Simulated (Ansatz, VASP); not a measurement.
**MgO in VASP and in Ansatz**

Contents of INCAR:

```
SYSTEM = MgO
PREC = Accurate
ENCUT = 840
EDIFF = 1E-6
ISMEAR = 0
SIGMA = 0.05
LREAL = .False.
LASPH = .True.
NELM = 120
ALGO = Normal
ISIF = 2
LWAVE = .False.
LCHARG = .False.
GGA = PE
NBANDS = 15
GGA_COMPAT = .False.
```

File KPOINTS:

```
regular mesh
0
Gamma
  10 10 10
  0 0 0
```

The input POSCAR:

```
MgO
1.0
    0.0000000000      2.1351500000      2.1351500000
    2.1351500000      0.0000000000      2.1351500000
    2.1351500000      2.1351500000      0.0000000000
Mg O
1 1
Direct
    0.0000000000      0.0000000000      0.0000000000
    0.5000000000      0.5000000000      0.5041396786
```

Input for Ansatz:

```yaml
crystal:
  lattice:
    - [0.0, 2.13515, 2.13515]
    - [2.13515, 0.0, 2.13515]
    - [2.13515, 2.13515, 0.0]
  atoms:
    - { symbol: Mg, position: [0.0, 0.0, 0.0] }
    - { symbol: O, position: [0.5, 0.5, 0.5041396786] }
basis:
  ecutwfc: 420
kpoints:
  mp_grid: { grid: [10, 10, 10] }
hamiltonian:
  xc: pbe
scf:
  occupations: { method: gaussian, width: 0.05 }
output:
  forces: true
  stress: true
  eigenvalues: true
```

Change from the starting cell: all O atoms moved +0.013 Å, as atom 2 along Cartesian [1 1 0].

Alike in both runs: task single point; functional PBE; k mesh 10 × 10 × 10; occupations gaussian, width 0.05 eV; no spin polarisation.

|  | VASP | Ansatz |
| --- | --- | --- |
| version | VASP 6.6.1 | Ansatz 0.2.0 |
| potentials or method | VASP PAW PBE potentials, release 64 (Mg_sv, O), cutoff 840 eV | scalar-relativistic, plane waves, PAW |
| valence electrons in the cell | 16 | 16 |

```csv
,VASP,Ansatz,Ansatz less VASP
gap on the k mesh at the Fermi level (eV),4.35,4.35,+0.002
least direct gap on the mesh (eV),4.35,4.35,+0.002
pressure (GPa),-1.7,-1.7,-0.02
rms of the force components (eV/Å),0.033,0.032,-0.0007
```

Atom by atom the forces differ by 0.001 eV/Å (rms over components). With one functional, cell and mesh, what is left measures potentials, basis and numerics.
